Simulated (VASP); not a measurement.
# AlCu3 (Fm-3m) in VASP: further runs, part 2 of 2

VASP 6.6.1. The steps go on from the part before.

## (4) Single point, r2SCAN (volume scaled by 0.97)

POSCAR

```
AlCu3
1.0
    0.0000000000      2.8614708145      2.8614708145
    2.8614708145      0.0000000000      2.8614708145
    2.8614708145      2.8614708145      0.0000000000
Al Cu
1 3
Direct
    0.0000000000      0.0000000000      0.0000000000
    0.5000000000      0.5000000000      0.5000000000
    0.2500000000      0.2500000000      0.2500000000
    0.7500000000      0.7500000000      0.7500000000
```

INCAR.step1

```
  ALGO = Normal
  EDIFF = 1E-4
  ENCUT = 520
  GGA = PE
  ISMEAR = 0
  LASPH = True
  LCHARG = False
  LREAL = False
  LWAVE = True
  NBANDS = 26
  NELM = 100
  PREC = Accurate
  SIGMA = 0.1
```

INCAR.step2

```
  ALGO = Normal
  EDIFF = 1E-6
  ENCUT = 520
  ISIF = 2
  ISMEAR = 0
  ISTART = 1
  LASPH = True
  LCHARG = False
  LMIXTAU = True
  LREAL = False
  LWAVE = False
  METAGGA = R2SCAN
  NBANDS = 26
  NELM = 100
  PREC = Accurate
  SIGMA = 0.1
```

KPOINTS

```
k-points
0
Gamma
  12 12 12
```

Potentials or basis: VASP PAW PBE potentials, release 64 (Al, Cu).

Command:

```sh
$ cat potpaw_PBE.64/Al/POTCAR potpaw_PBE.64/Cu/POTCAR > POTCAR
$ cp INCAR.step1 INCAR
$ mpirun -np 1 vasp_std > vasp.out
$ cp INCAR.step2 INCAR
$ mpirun -np 1 vasp_std > vasp.out
```

OUTCAR:

```text
EDIFF = 1E-6
   ENCUT = 520
   ISIF = 2
   ISMEAR = 0
   ISTART = 1
   LASPH = True
   LREAL = False
   METAGGA = R2SCAN
   NELM = 100
   PREC = Accurate

 ion  position               nearest neighbor table
   1  0.000  0.000  0.000-   4 2.48   4 2.48   4 2.48   3 2.48   4 2.48   3 2.48   3 2.48   3 2.48
                             2 2.86   2 2.86   2 2.86   2 2.86   2 2.86   2 2.86
   2  0.500  0.500  0.500-   3 2.48   3 2.48   3 2.48   3 2.48   4 2.48   4 2.48   4 2.48   4 2.48
                             1 2.86   1 2.86   1 2.86   1 2.86   1 2.86   1 2.86
   3  0.250  0.250  0.250-   1 2.48   1 2.48   1 2.48   1 2.48   2 2.48   2 2.48   2 2.48   2 2.48

   4  0.750  0.750  0.750-   2 2.48   2 2.48   2 2.48   1 2.48   2 2.48   1 2.48   1 2.48   1 2.48

  LATTYP: Found a face centered cubic cell.
 ALAT       =     5.7229416290

  Lattice vectors:

 A1 = (   0.0000000000,   2.8614708145,   2.8614708145)
 A2 = (   2.8614708145,   0.0000000000,   2.8614708145)
 A3 = (   2.8614708145,   2.8614708145,   0.0000000000)

Analysis of symmetry for initial positions (statically):
=====================================================================
[... 176 lines left out ...]
 E-fermi :   8.8523     XC(G=0): -13.5176

 val. band max:        8.8156960989   @ k =  -0.4167   0.1667   0.0000
 cond. band min:       8.8586026728   @ k =  -0.1667   0.1667   0.0000
 fundamental gap:      0.0429065740
 Fermi energy:         8.8522954420

 k-point     1 :       0.0000    0.0000    0.0000
  band No.  band energies     occupation
      1      -2.4471      2.00000
      2       3.8133      2.00000
      3       3.8133      2.00000
      4       3.9235      2.00000
      5       3.9236      2.00000
      6       3.9236      2.00000
[... 685 lines left out ...]
     25      18.5800      0.00000
     26      20.1755      0.00000

 [... further k-points ...]

------------------------ aborting loop because EDIFF is reached ----------------------------------------

  FORCE on cell =-STRESS in cart. coord.  units (eV):
  Direction    XX          YY          ZZ          XY          YZ          ZX
  --------------------------------------------------------------------------------------
  -------------------------------------------------------------------------------------
  Total        1.4627148      1.4627148      1.4627148     -0.0000000     -0.0000000      0.0000000
  in kB       50.0117754     50.0117754     50.0117754     -0.0000000     -0.0000000      0.0000000
  external PRESSURE =      50.0117754 kB  Pullay stress =       0.0000000 kB

 VOLUME and BASIS-vectors are now :
 -----------------------------------------------------------------------------
  energy-cutoff  :      520.00
  volume of cell :       46.86
      direct lattice vectors                 reciprocal lattice vectors
     0.000000000  2.861470815  2.861470815    -0.174735314  0.174735314  0.174735314
     2.861470815  0.000000000  2.861470815     0.174735314 -0.174735314  0.174735314
     2.861470815  2.861470815  0.000000000     0.174735314  0.174735314 -0.174735314

 POSITION                                       TOTAL-FORCE (eV/Angst)
 -----------------------------------------------------------------------------------
      0.00000      0.00000      0.00000        -0.000000     -0.000000      0.000000
      2.86147      2.86147      2.86147        -0.000000     -0.000000      0.000000
      1.43074      1.43074      1.43074        -0.000000     -0.000000     -0.000000
      4.29221      4.29221      4.29221         0.000000      0.000000      0.000000
 -----------------------------------------------------------------------------------
    total drift:                                0.000000     -0.000000      0.000000

  FREE ENERGIE OF THE ION-ELECTRON SYSTEM (eV)
  ---------------------------------------------------
  free  energy   TOTEN  =       -39.9313166801 eV

  energy  without entropy=      -39.9264723086  energy(sigma->0) =      -39.92889449
```

OUTCAR.step1:

```text
EDIFF = 1E-4
   ENCUT = 520
   GGA = PE
   ISMEAR = 0
[... 927 lines left out ...]
      0.00000      0.00000      0.00000        -0.000000     -0.000000     -0.000000
      2.86147      2.86147      2.86147        -0.000000     -0.000000      0.000000
      1.43074      1.43074      1.43074         0.000000      0.000000      0.000000
      4.29221      4.29221      4.29221        -0.000000     -0.000000     -0.000000
 -----------------------------------------------------------------------------------
    total drift:                                0.000000     -0.000000      0.000000

  FREE ENERGIE OF THE ION-ELECTRON SYSTEM (eV)
  ---------------------------------------------------
  free  energy   TOTEN  =       -15.4912093154 eV

  energy  without entropy=      -15.4863227983  energy(sigma->0) =      -15.48876606
```

It took 2.7 min on 1 thread of Intel Xeon 6975P-C (Granite Rapids), shared host; peak memory 0.21 GiB.

What came out:

- Free energy: -39.9313 eV
- Pressure: 5.0 GPa
- Band gap on the k mesh: zero (band 18 reaches 12.80 eV, above the bottom of band 19 at 6.64 eV)

Caveat: the cell differs from its parent crystal (volume scaled by 0.97); the PAW data sets were made with another functional, which shifts forces and pressure a little.

## (5) Single point, r2SCAN

This run uses another cell than the first one, of 12.08 Å³/atom, 1.099 times its volume.

POSCAR

```
AlCu3
1.0
    0.0000000000      2.8906715131      2.8906715131
    2.8906715131      0.0000000000      2.8906715131
    2.8906715131      2.8906715131      0.0000000000
Al Cu
1 3
Direct
    0.0000000000      0.0000000000      0.0000000000
    0.5000000000      0.5000000000      0.5000000000
    0.2500000000      0.2500000000      0.2500000000
    0.7500000000      0.7500000000      0.7500000000
```

INCAR.step1

```
SYSTEM = AlCu3
ALGO     = Normal         ! electronic algorithm
EDIFF    = 1E-4           ! SCF threshold, eV
ENCUT    = 520            ! plane-wave cutoff, eV
GGA      = PE             ! functional
ISMEAR   = 0              ! smearing method
LASPH    = .True.         ! aspherical terms in the spheres
LCHARG   = .False.        ! write CHGCAR
LREAL    = .False.        ! projectors in reciprocal space
LWAVE    = .True.         ! write WAVECAR
NBANDS   = 26             ! bands
NELM     = 100            ! most SCF steps
PREC     = Accurate       ! precision mode
SIGMA    = 0.1            ! smearing width, eV
```

INCAR.step2

```
SYSTEM = AlCu3
ALGO     = Normal         ! electronic algorithm
EDIFF    = 1E-7           ! SCF threshold, eV
ENCUT    = 520            ! plane-wave cutoff, eV
ISIF     = 2              ! what is computed and relaxed
ISMEAR   = 0              ! smearing method
ISTART   = 1            
LASPH    = .True.         ! aspherical terms in the spheres
LCHARG   = .False.        ! write CHGCAR
LMIXTAU  = .True.       
LREAL    = .False.        ! projectors in reciprocal space
LWAVE    = .False.        ! write WAVECAR
METAGGA  = R2SCAN         ! meta-GGA
NBANDS   = 26             ! bands
NELM     = 100            ! most SCF steps
PREC     = Accurate       ! precision mode
SIGMA    = 0.1            ! smearing width, eV
```

KPOINTS

```
k-points
0
Gamma
  12 12 12
  0 0 0
```

Command:

```sh
$ cat potpaw_PBE.64/Al/POTCAR potpaw_PBE.64/Cu/POTCAR > POTCAR
$ cp INCAR.step1 INCAR
$ mpirun -np 1 vasp_std > vasp.out
$ cp INCAR.step2 INCAR
$ mpirun -np 1 vasp_std > vasp.out
```

It took 3.8 min on 1 thread of Intel Xeon 6975P-C (Granite Rapids), shared host; peak memory 0.22 GiB.

It converged, with:

| Quantity | Value |
| --- | --- |
| Free energy | -39.9560 eV |
| Pressure | 0.2 GPa |
| Band gap on the k mesh | zero (band 18 reaches 12.38 eV, above the bottom of band 19 at 6.29 eV) |

Levels at points of the mesh, in eV from the Fermi level:
```
           k point  band 15  band 16  band 17  band 18  band 19  band 20  band 21  band 22
(0.00, 0.00, 0.00)    -2.57    -2.57     3.92     3.92     3.92     4.33     4.33     4.33
(0.50, 0.00, 0.00)    -2.51    -2.51    -2.22     2.81     2.81     3.04     3.04     4.06
(0.50, 0.50, 0.00)    -2.42    -2.37    -2.25    -2.25    -2.17     2.16     2.58    11.48
```

Caveat: the PAW data sets were made with another functional, which shifts forces and pressure a little.

## (6) Single point, r2SCAN

This run uses another cell than the first one, of 12.08 Å³/atom, 1.099 times its volume.

POSCAR is that of step 5.

INCAR.step1

```
PREC = Accurate
ENCUT = 520
ISMEAR = 0
SIGMA = 0.1
LREAL = F
LASPH = T
NELM = 80
NBANDS = 26
GGA = PE
ALGO = Normal
EDIFF = 1E-4
LWAVE = T
LCHARG = F
```

INCAR.step2

```
PREC = Accurate
ENCUT = 520
EDIFF = 1E-6
ISMEAR = 0
SIGMA = 0.1
LREAL = F
LASPH = T
NELM = 80
ALGO = Normal
ISIF = 2
LWAVE = F
LCHARG = F
METAGGA = R2SCAN
LMIXTAU = T
NBANDS = 26
ISTART = 1
```

KPOINTS

```
regular mesh
0
Gamma
  12 12 12
```

Potentials or basis: VASP PAW PBE potentials, release 64 (Al, Cu).

Command:

```sh
$ cat potpaw_PBE.64/Al/POTCAR potpaw_PBE.64/Cu/POTCAR > POTCAR
$ cp INCAR.step1 INCAR
$ mpirun -np 1 vasp_std > vasp.out
$ cp INCAR.step2 INCAR
$ mpirun -np 1 vasp_std > vasp.out
```

Wall time 3.2 min (1 thread of Intel Xeon 6975P-C (Granite Rapids), shared host); peak memory 0.21 GiB.

Results (log left out):

```
Free energy            : -39.9560 eV
Pressure               : 0.3 GPa
Band gap on the k mesh : zero (band 18 reaches 12.38 eV, above the bottom of band 19 at 6.29 eV)
```

Levels at points of the mesh, in eV from the Fermi level:
| k point | band 14 | band 15 | band 16 | band 17 | band 18 | band 19 | band 20 | band 21 | band 22 | band 23 |
| --- | --- | --- | --- | --- | --- | --- | --- | --- | --- | --- |
| (0.00, 0.00, 0.00) | -2.70 | -2.57 | -2.57 | 3.92 | 3.92 | 3.92 | 4.33 | 4.33 | 4.33 | 5.90 |
| (0.50, 0.00, 0.00) | -2.68 | -2.51 | -2.51 | -2.22 | 2.81 | 2.81 | 3.04 | 3.04 | 4.06 | 6.02 |
| (0.50, 0.50, 0.00) | -2.42 | -2.42 | -2.37 | -2.25 | -2.25 | -2.17 | 2.16 | 2.58 | 11.48 | 11.48 |

Caveat: the PAW data sets were made with another functional, which shifts forces and pressure a little.

## (7) Overview

```csv
cell,gap on the mesh (eV),pressure (GPa)
"a = 3.962 Å, angles 60.0°, 4 atoms",none,17.9
"a = 4.005 Å, angles 60.0°, 4 atoms",none,11.0
"a = 4.047 Å, angles 60.0°, 4 atoms",none,5.0
"a = 4.088 Å, angles 60.0°, 4 atoms",none,0.3
```

Alike in all rows: task single point; level r2SCAN; potentials or basis VASP PAW PBE potentials, release 64 (Al, Cu); no spin polarisation; k mesh 12 × 12 × 12; cutoff (eV) 520; smearing gaussian 0.1 eV.

Caveats: the PAW data sets were made with another functional, which shifts forces and pressure a little.

Absolute energies hang on the potentials; compare differences alone.
